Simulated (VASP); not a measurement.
Input of a VASP 6.6.1 run:

INCAR

```
  PREC = Accurate
  ENCUT = 520
  EDIFF = 1E-6
  ISMEAR = 0
  SIGMA = 0.05
  LREAL = False
  LASPH = True
  NELM = 150
  ALGO = Normal
  ISIF = 2
  LWAVE = False
  LCHARG = False
  ISPIN = 2
  MAGMOM = 4.21 -4.21 0 0
  LORBIT = 11
  LMAXMIX = 4
  GGA = PE
  NBANDS = 31
```

Contents of KPOINTS:

```
Automatic mesh
0
Gamma
  10 10 6
```

File POSCAR:

```
MnO
1.0
    3.3980152691      0.0000000000      0.0000000000
   -1.6990076346      2.9427675455      0.0000000000
    0.0000000000      0.0000000000      5.3024085056
Mn O
2 2
Direct
    0.3333333333      0.6666666667     -0.0020889673
    0.6666666667      0.3333333333      0.4979110327
    0.3333333333      0.6666666667      0.3885189673
    0.6666666667      0.3333333333      0.8885189673
```

Potentials or basis: VASP PAW PBE potentials, release 64 (Mn_pv, O).

The run is started by

```sh
$ cat potpaw_PBE.64/Mn_pv/POTCAR potpaw_PBE.64/O/POTCAR > POTCAR
$ mpirun -np 1 vasp_std > vasp.out
```

Predict the band gap on the k mesh.

zero (filled and empty bands overlap).

Predict the net moment.

0.00 μB per cell.

Predict the pressure.

0.4 GPa.

Estimate the largest force.

0.540 eV/Å.

Forces in eV/Å, atoms in the order of the input:
```
Mn   0.000  0.000  0.540
Mn   0.000  0.000  0.540
O    0.000  0.000 -0.540
O    0.000  0.000 -0.540
```

Caveat: semilocal functionals often make such compounds metallic where correlation or magnetic order opens a gap, which also shifts bond lengths. With open d or f shells a metallic result of PBE can be an artefact of self-interaction; +U or a hybrid may open a gap.
